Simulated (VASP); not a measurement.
# Pt (Fm-3m) in VASP: relaxation of cell and atoms with PBEsol

Aim: the relaxation of cell and atoms of Pt with PBEsol.

All numbers are computed with VASP 6.6.1; they aren't measurements. Logs are shortened: lines on timing, memory, paths and dates and some standing lists are left out, and cuts for length are marked.

### 1 The cell of the first run

The structure is cubic, space group Fm-3m (No. 225). The conventional cell has a = 3.920 Å, b = 3.920 Å, c = 3.920 Å, α = 90.00°, β = 90.00°, γ = 90.00°. Within 3.7 Å of Pt (site symmetry m-3m) lie 12 Pt at 2.77 Å.

### 2 Relaxation of cell and atoms, PBEsol

INCAR

```
ALGO     = Normal         # electronic algorithm
EDIFF    = 1E-7           # SCF threshold, eV
EDIFFG   = -0.02          # ionic threshold
ENCUT    = 500            # plane-wave cutoff, eV
GGA      = PS             # functional
GGA_COMPAT= F            
IBRION   = 2              # ionic algorithm
ISIF     = 3              # what is computed and relaxed
ISMEAR   = 1              # smearing method
LASPH    = T              # aspherical terms in the spheres
LCHARG   = F              # write CHGCAR
LREAL    = F              # projectors in reciprocal space
LWAVE    = F              # write WAVECAR
NELM     = 120            # most SCF steps
NELMIN   = 4            
NSW      = 80             # ionic steps
PREC     = Accurate       # precision mode
SIGMA    = 0.1            # smearing width, eV
```

KPOINTS

```
k-points
0
Gamma
  11 11 11
```

POSCAR

```
Pt
1.0
    0.0000000000      1.9600000000      1.9600000000
    1.9600000000      0.0000000000      1.9600000000
    1.9600000000      1.9600000000      0.0000000000
Pt
1
Direct
    0.0000000000      0.0000000000      0.0000000000
```

Potentials or basis: VASP PAW PBE potentials, release 64 (Pt).

The run is started by

```
> cat potpaw_PBE.64/Pt/POTCAR > POTCAR
> mpirun -np 1 vasp_std > vasp.out
```

OUTCAR:

```text
EDIFF = 1E-7
   EDIFFG = -0.02
   ENCUT = 500
   GGA = PS
   IBRION = 2
   ISIF = 3
   ISMEAR = 1
   LASPH = T
   LREAL = F
   NELM = 120
   NELMIN = 4
   NSW = 80
   PREC = Accurate

 ion  position               nearest neighbor table
   1  0.000  0.000  0.000-

  LATTYP: Found a face centered cubic cell.
 ALAT       =     3.9200000000

  Lattice vectors:

 A1 = (   0.0000000000,   1.9600000000,   1.9600000000)
 A2 = (   1.9600000000,   0.0000000000,   1.9600000000)
 A3 = (   1.9600000000,   1.9600000000,   0.0000000000)

Analysis of symmetry for initial positions (statically):
=====================================================================
 Subroutine PRICEL returns:
 Original cell was already a primitive cell.

 Routine SETGRP: Setting up the symmetry group for a
 face centered cubic supercell.

 Subroutine GETGRP returns: Found 48 space group operations
 (whereof 48 operations were pure point group operations)
 out of a pool of 48 trial point group operations.

The static configuration has the point symmetry O_h .

Analysis of symmetry for dynamics (positions and initial velocities):
=====================================================================
 Subroutine PRICEL returns:
 Original cell was already a primitive cell.

 Routine SETGRP: Setting up the symmetry group for a
 face centered cubic supercell.

 Subroutine GETGRP returns: Found 48 space group operations
 (whereof 48 operations were pure point group operations)
 out of a pool of 48 trial point group operations.

The dynamic configuration has the point symmetry O_h .

 Subroutine INISYM returns: Found 48 space group operations
 (whereof 48 operations are pure point group operations),
 and found     1 'primitive' translations

----------------------------------------------------------------------------------------

                                     Primitive cell

  volume of cell :      15.0591

  direct lattice vectors                    reciprocal lattice vectors
     0.000000000  1.960000000  1.960000000    -0.255102041  0.255102041  0.255102041
     1.960000000  0.000000000  1.960000000     0.255102041 -0.255102041  0.255102041
     1.960000000  1.960000000  0.000000000     0.255102041  0.255102041 -0.255102041

  length of vectors
     2.771858582  2.771858582  2.771858582     0.441849696  0.441849696  0.441849696

  position of ions in fractional coordinates (direct lattice)
     0.000000000  0.000000000  0.000000000

  ion indices of the primitive-cell ions
   primitive index   ion index
                 1           1

----------------------------------------------------------------------------------------

 KPOINTS: k-points

Automatic generation of k-mesh.
 Grid dimensions read from file:
 generate k-points for:   11   11   11

 Generating k-lattice:

  Cartesian coordinates                     Fractional coordinates (reciprocal lattice)
    -0.023191095  0.023191095  0.023191095     0.090909091  0.000000000  0.000000000
     0.023191095 -0.023191095  0.023191095     0.000000000  0.090909091  0.000000000
     0.023191095  0.023191095 -0.023191095     0.000000000  0.000000000  0.090909091

  Length of vectors
     0.040168154  0.040168154  0.040168154

  Shift w.r.t. Gamma in fractional coordinates (k-lattice)
     0.000000000  0.000000000  0.000000000

 Subroutine IBZKPT returns following result:
 ===========================================

 Found     56 irreducible k-points:

 Following reciprocal coordinates:
            Coordinates               Weight
  0.000000  0.000000  0.000000      1.000000
  0.090909  0.000000  0.000000      8.000000
  0.181818  0.000000  0.000000      8.000000
  0.272727  0.000000  0.000000      8.000000
  0.363636  0.000000  0.000000      8.000000
  0.454545  0.000000  0.000000      8.000000
[... 16 lines left out ...]
 -0.272727  0.181818  0.000000     24.000000
 -0.181818  0.181818  0.000000     12.000000
 [... further k-points ...]
   k-points           NKPTS =     56   k-points in BZ     NKDIM =     56   number of bands    NBANDS=      9
   number of dos      NEDOS =    301   number of ions     NIONS =      1
   total plane-waves  NPLWV =   8000
   dimension x,y,z NGX =    20 NGY =   20 NGZ =   20
   dimension x,y,z NGXF=    40 NGYF=   40 NGZF=   40
   ions per type =               1
   NGX,Y,Z   is equivalent  to a cutoff of  12.00, 12.00, 12.00 a.u.
   NGXF,Y,Z  is equivalent  to a cutoff of  23.99, 23.99, 23.99 a.u.
 SYSTEM =  unknown system
   PREC   = accura    normal or accurate (medium, high low for compatibility)
   ISTART =      0    job   : 0-new  1-cont  2-samecut
   ICHARG =      2    charge: 1-file 2-atom 10-const
   ISPIN  =      1    spin polarized calculation?
   LNONCOLLINEAR =      F non collinear calculations
   LSORBIT =      F    spin-orbit coupling
   LASPH  =      T    aspherical Exc in radial PAW
   ENCUT  =  500.0 eV  36.75 Ry    6.06 a.u.   5.05  5.05  5.05*2*pi/ulx,y,z
   NELM   =    120;   NELMIN=  4; NELMDL= -5     # of ELM steps
   EDIFF  = 0.1E-06   stopping-criterion for ELM
   LREAL  =      F    real-space projection
   EDIFFG = -.2E-01   stopping-criterion for IOM
   NSW    =     80    number of steps for IOM
   IBRION =      2    ionic relax: 0-MD 1-quasi-New 2-CG
   NFREE  =      1    steps in history (QN), initial steepest desc. (CG)
   ISIF   =      3    stress and relaxation
   ISYM   =      2    0-nonsym 1-usesym 2-fastsym
   POTIM  = 0.5000    time-step for ionic-motion
   TEBEG  =    0.0;   TEEND  =   0.0 temperature during run
   PSTRESS=    0.0 pullay stress
   NELECT =      10.0000    total number of electrons
   NUPDOWN=      -1.0000    fix difference up-down
   EMIN   =  10.00;   EMAX   =-10.00  energy-range for DOS
   EFERMI =   0.00;   METHOD = LEGACY
   ISMEAR =     1;   SIGMA  =   0.10  broadening in eV -4-tet -1-fermi 0-gaus
   EFERMI_NEDOS =   21; number of points for ismear=-14 and -15
   IALGO  =     38    algorithm
   IMIX   =      4    mixing-type and parameters
     AMIX     =   0.40;   BMIX     =  1.00
     AMIX_MAG =   1.60;   BMIX_MAG =  1.00
  volume/ion in A,a.u.               =      15.06       101.62
  Fermi-wavevector in a.u.,A,eV,Ry     =   1.428265  2.699029 27.755077  2.039941
  Thomas-Fermi vector in A             =   2.548345
   LORBIT       =      0    0 simple, 1 ext, 2 COOP (PROOUT), +10 PAW based schemes
   GGA     = PS    functional components
   LHFCALC =     F    Hartree Fock is set to
   AEXX    =    0.0000 exact exchange contribution
   IVDW    =     0    specifies the selected vdW correction
   LEPSILON=     F    determine dielectric tensor
   LRPA    =     F    only Hartree local field effects (RPA)
 conjugate gradient relaxation of ions
 non-spin polarized calculation
 Methfessel and Paxton  Order N= 1 SIGMA  =   0.10
  energy-cutoff  :      500.00
  volume of cell :       15.06
 maximum number of plane-waves:       390
   NGX = 11   NGY = 11   NGZ = 11

--------------------------------------- Ionic step        1  -------------------------------------------

 number of electron      10.0000001 magnetization

 Free energy of the ion-electron system (eV)
  ---------------------------------------------------
  ext. energy  EPLUGINS =         0.00000000
  ---------------------------------------------------
  free energy    TOTEN  =        -6.97038027 eV

  energy without entropy =       -6.96937191  energy(sigma->0) =       -6.97004415

------------------------ aborting loop because EDIFF is reached ----------------------------------------

  FORCE on cell =-STRESS in cart. coord.  units (eV):
  Direction    XX          YY          ZZ          XY          YZ          ZX
  --------------------------------------------------------------------------------------
  -------------------------------------------------------------------------------------
  Total       -0.1167525     -0.1167525     -0.1167525     -0.0000000     -0.0000000      0.0000000
  in kB      -12.4216316    -12.4216316    -12.4216316     -0.0000000     -0.0000000      0.0000000
  external PRESSURE =     -12.4216316 kB  Pullay stress =       0.0000000 kB
[... 55 lines left out ...]
  energy  without entropy=       -6.9675531454  energy(sigma->0) =       -6.96814509

--------------------------------------- Ionic step        3  -------------------------------------------

 number of electron      10.0000001 magnetization

 Free energy of the ion-electron system (eV)
  ---------------------------------------------------
  ext. energy  EPLUGINS =         0.00000000
  ---------------------------------------------------
  free energy    TOTEN  =        -6.97063679 eV

  energy without entropy =       -6.96965976  energy(sigma->0) =       -6.97031112

 E-fermi :  11.1485     XC(G=0): -13.6642

 val. band max:       11.1442767085   @ k =  -0.3636   0.3636   0.0909
 cond. band min:      11.1530241636   @ k =  -0.4545   0.1818   0.0000
 fundamental gap:      0.0087474551
 Fermi energy:        11.1485030889

 k-point     1 :       0.0000    0.0000    0.0000
  band No.  band energies     occupation
      1       0.8468      2.00000
      2       7.3564      2.00000
      3       7.3564      2.00000
      4       7.3564      2.00000
      5       9.5570      2.00000
      6       9.5571      2.00000
      7      25.8160      0.00000
      8      30.8092      0.00000
      9      30.8092      0.00000
[... 265 lines left out ...]
 k-point    24 :      -0.1818    0.1818    0.0000
  band No.  band energies     occupation
      1       3.8041      2.00000
      2       6.4286      2.00000
      3       7.5561      2.00000
      4       8.5480      2.00000
      5       8.6223      2.00000
      6      11.1145      1.54056
      7      24.6721      0.00000
      8      27.2781      0.00000
      9      30.2184      0.00000

 [... further k-points ...]

------------------------ aborting loop because EDIFF is reached ----------------------------------------

  FORCE on cell =-STRESS in cart. coord.  units (eV):
  Direction    XX          YY          ZZ          XY          YZ          ZX
  --------------------------------------------------------------------------------------
  -------------------------------------------------------------------------------------
  Total        0.0002258      0.0002258      0.0002258      0.0000000      0.0000000      0.0000000
  in kB        0.0241264      0.0241264      0.0241264      0.0000000      0.0000000      0.0000000
  external PRESSURE =       0.0241264 kB  Pullay stress =       0.0000000 kB
[... 16 lines left out ...]
  FREE ENERGIE OF THE ION-ELECTRON SYSTEM (eV)
  ---------------------------------------------------
  free  energy   TOTEN  =        -6.9706367946 eV

  energy  without entropy=       -6.9696597567  energy(sigma->0) =       -6.97031112

 reached required accuracy - stopping structural energy minimisation
```

It took 7.6 s on 1 thread of Intel Xeon 6975P-C (Granite Rapids), shared host; peak memory 0.13 GiB.

Results:

```yaml
Free_energy: -6.9706 eV
Relaxed_volume: 14.99 Å³/atom
Relaxed_cell: a = 2.768 Å, b = 2.768 Å, c = 2.768 Å, α = 60.00°, β = 60.00°, γ = 60.00°
Space_group_after_relaxing_to_0.1_Å: Fm-3m (No. 225)
Energy_gained_by_relaxing: 0.3 meV/atom
Ionic_steps: 3
Pressure_after_relaxing: 0.0 GPa
Band_gap_on_the_k_mesh: zero (bands 5 and 6 overlap by 2.13 eV)
```

Step by step:
```tsv
step	energy change (eV)	largest force (eV/Å)	pressure (GPa)	volume (Å³)
1	0.0000	0.0000	-1.24	15.06
2	0.0019	0.0000	3.81	14.81
3	-0.0003	0.0000	0.00	14.99
```

Final structure:
```
Pt
1.0
     0.00000    1.95717    1.95717
     1.95717    0.00000    1.95717
     1.95717    1.95717    0.00000
Pt
1
Direct
  0.00000 0.00000 0.00000
```

Caveat: the PAW data sets were made with another functional, which shifts forces and pressure a little; spin-orbit coupling is left out, which moves the levels of the heavy elements.
